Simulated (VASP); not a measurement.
A run of VASP 6.6.1 is set up as follows.

Contents of INCAR:

```
SYSTEM = TaN
ALGO = Normal
EDIFF = 1E-6
ENCUT = 520
GGA = PE
ISIF = 2
ISMEAR = -1
LASPH = .True.
LCHARG = .False.
LREAL = Auto
LWAVE = .False.
NBANDS = 78
NELM = 80
PREC = Accurate
SIGMA = 0.17
```

Contents of KPOINTS:

```
k-points
0
Gamma
  2 2 2
  0 0 0
```

Contents of POSCAR:

```
TaN
1.0
   -2.9399420000     -5.0921290000      0.0000000000
    4.4099130000     -2.5460650000      0.0000000000
    0.0000000000      0.0000000000      5.7803500000
Ta N
8 8
Direct
    0.7586910559      0.5125742164      0.2155751814
    0.7440825381      0.5109986309      0.7235375021
    0.5165551901     -0.0028929598      0.2302282734
    0.5030467297     -0.0096536579      0.7365816949
    0.2434898971      0.5056893810      0.2251420762
    0.2507086418      0.5002068897      0.7233472022
    0.0155241339      0.0015510631      0.2292248739
    0.0055106037      0.0124267429      0.7181226050
    0.4996130274      0.6767329249     -0.0165733909
    0.5265869588      0.7063257522      0.4642452447
    0.2441299045      0.1799871698     -0.0270571851
    0.2231785855      0.1859519897      0.4848149334
   -0.0002850271      0.6838597580     -0.0277837847
   -0.0001378166      0.6801482994      0.4804899357
    0.7507100601      0.1840045451     -0.0076984958
    0.7541244801      0.1957141178      0.4659752437
```

Potentials or basis: VASP PAW PBE potentials, release 64 (Ta_pv, N).

Run with:

```console
$ cat potpaw_PBE.64/Ta_pv/POTCAR potpaw_PBE.64/N/POTCAR > POTCAR
$ mpirun -np 1 vasp_std > vasp.out
```

What does it give for the pressure?

9.0 GPa.

What does it give for the largest force?

3.649 eV/Å.

Stress tensor (GPa, compression positive):
```
 7.31 -0.53 -0.28
-0.53  8.86  1.13
-0.28  1.13 10.82
```

Caveat: the k points lie up to 0.62 Å⁻¹ apart; the atoms stand as in a frame of molecular dynamics; forces of over 1 eV/Å act on the atoms, so gaps and moduli don't describe the material at rest.
